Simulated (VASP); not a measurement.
SnO2: single point with PBE

SnO2:

```
Sn O
1.0
     4.73735    0.00000    0.00000
     0.00000    4.73735    0.00000
     0.00000    0.00000    3.18640
Sn O
2 4
Direct
  0.99227 0.00082 0.99917
  0.51002 0.50057 0.49191
  0.29486 0.29510 0.99507
  0.20229 0.80377 0.49955
  0.70256 0.69757 0.00101
  0.79801 0.20217 0.51328
```

This cell differs from its parent crystal: atoms moved at random.

```yaml
Program: VASP 6.6.1
Task: single point
Functional: PBE
Potentials_or_basis: VASP PAW PBE potentials, release 64 (Sn_d, O)
Cutoff: 520 eV
k_mesh: 6 × 6 × 8
Occupations: gaussian, width 0.05 eV
Spin: no spin polarisation
Dipole_correction: no
Further_INCAR_settings: ALGO = Normal; EDIFF = 1e-06; NBANDS = 35
```

The pressure is 11.2 GPa. The largest force is 1.995 eV/Å and the band gap on the k mesh is 0.99 eV.

Forces in eV/Å, atoms in the order of the input:
```
Sn   1.129 -0.064  0.422
Sn  -1.964  0.093  0.340
O    1.226  1.222  0.072
O   -0.536  0.301 -0.036
O   -0.604 -0.592 -0.230
O    0.748 -0.959 -0.568
```

Stress tensor (GPa, compression positive):
```
10.83  0.22  0.30
 0.22 11.78 -1.13
 0.30 -1.13 10.93
```

Levels at points of the mesh, in eV from the valence-band top:
```tsv
k point	band 22	band 23	band 24	band 25	band 26	band 27	band 28	band 29	band 30	band 31
(0.00, 0.00, 0.00)	-1.33	-1.20	-0.95	-0.88	0.00	0.99	6.01	6.14	6.48	9.99
(0.50, 0.00, 0.00)	-2.13	-1.48	-1.07	-0.97	-0.39	4.24	4.37	7.01	7.19	11.02
(0.00, 0.50, 0.00)	-2.21	-1.27	-1.23	-0.72	-0.63	4.27	4.37	7.14	7.16	10.94
(0.50, 0.50, 0.00)	-2.31	-1.40	-1.36	-1.00	-0.95	4.84	4.98	7.49	7.52	11.05
(0.00, 0.00, 0.50)	-2.90	-1.95	-1.85	-1.23	-1.20	5.82	6.01	9.35	9.51	10.55
(0.50, 0.00, 0.50)	-1.92	-1.17	-1.15	-0.80	-0.79	6.11	6.30	7.81	7.89	10.71
(0.00, 0.50, 0.50)	-1.86	-1.31	-1.26	-0.70	-0.69	6.06	6.32	7.80	7.87	10.75
(0.50, 0.50, 0.50)	-2.17	-1.21	-1.14	-0.72	-0.70	4.27	4.38	9.01	9.07	10.61
```

Run time: 3.4 min on 1 thread of AMD EPYC 9R45 96-Core Processor (Zen 5) (shared host), peak memory 0.35 GiB.

Caveat: the cell differs from its parent crystal (atoms moved at random); the cell stands under pressure; spin-orbit coupling is left out, which moves the levels of the heavy elements; forces of over 1 eV/Å act on the atoms, so gaps and moduli don't describe the material at rest.
